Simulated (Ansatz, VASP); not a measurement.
# Ir in VASP and in Ansatz

```
CELL_PARAMETERS angstrom
4.32042 0.00000 0.00000
-2.16021 3.74159 0.00000
0.00000 0.00000 2.66796
ATOMIC_POSITIONS crystal
Ir 0.00000 0.00000 0.00000
Ir 0.33333 0.66667 0.50000
Ir 0.66667 0.33333 0.50000
```

Alike in both runs: task single point; functional PBE; k mesh 9 × 9 × 13; occupations fermi-dirac, width 0.1 eV; no spin polarisation.

|  | VASP | Ansatz |
| --- | --- | --- |
| version | VASP 6.6.1 | Ansatz 0.2.0 |
| potentials or method | VASP PAW PBE potentials, release 64 (Ir), cutoff 520 eV | plane waves (420 eV) with PAW, scalar-relativistic |
| valence electrons in the cell | 27 | 51 |

|  | VASP | Ansatz | Ansatz less VASP |
| --- | --- | --- | --- |
| pressure (GPa) | 15.0 | 14.5 | -0.54 |
| traceless stress, the component that is largest in VASP (GPa) | -1.73 | -1.61 | +0.119 |

With one functional, cell and mesh, what is left measures potentials, basis and numerics. VASP's potentials hold 27 valence electrons a cell and Ansatz's 51, so a difference there can come from the potentials and not from the codes.

Spin-orbit coupling is off throughout.
